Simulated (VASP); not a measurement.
ZrTaS3, 5 atoms in the cell. Symmetry: Pm-3m, No. 221, cubic system. The conventional cell has a = 4.734 Å, b = 4.734 Å, c = 4.734 Å, α = 90.00°, β = 90.00°, γ = 90.00°. Zr (site symmetry m-3m) has 12 S at 3.35 Å and 8 Ta at 4.10 Å within 4.4 Å. Ta (site symmetry m-3m) has 6 S at 2.37 Å within 3.1 Å. S (site symmetry 4/mmm) has 2 Ta at 2.37 Å within 3.1 Å. The cell was generated, and may not be a known phase.

| Property | Result |
| --- | --- |
| Program | VASP 6.6.1 |
| Task | single point |
| Functional | PBE |
| Potentials or basis | VASP PAW PBE potentials, release 64 (Zr_sv, Ta_pv, S) |
| Cutoff | 520 eV |
| k mesh | 8 × 8 × 8 |
| Occupations | gaussian, width 0.1 eV |
| Spin | collinear spin |
| Starting moments | [1.48, 0.22, 0.0, 0.0, 0.0] μB |
| Dipole correction | no |
| Further INCAR settings | ALGO = Normal; EDIFF = 1e-06; NBANDS = 32 |

Potentials or basis: VASP PAW PBE potentials, release 64 (Zr_sv, Ta_pv, S).

The run is started by

```bash
$ cat potpaw_PBE.64/Zr_sv/POTCAR potpaw_PBE.64/Ta_pv/POTCAR potpaw_PBE.64/S/POTCAR > POTCAR
$ mpirun -np 1 vasp_std > vasp.out
```

Hardware: 1 thread of Intel Xeon 8259CL, with other jobs on the host.

Question: How long does it take, and how much memory?

Answer: Wall time 7.4 min on 1 thread of Intel Xeon 8259CL, with other jobs on the host, peak memory 0.36 GiB. Counts: scf iterations 17, k points 35.
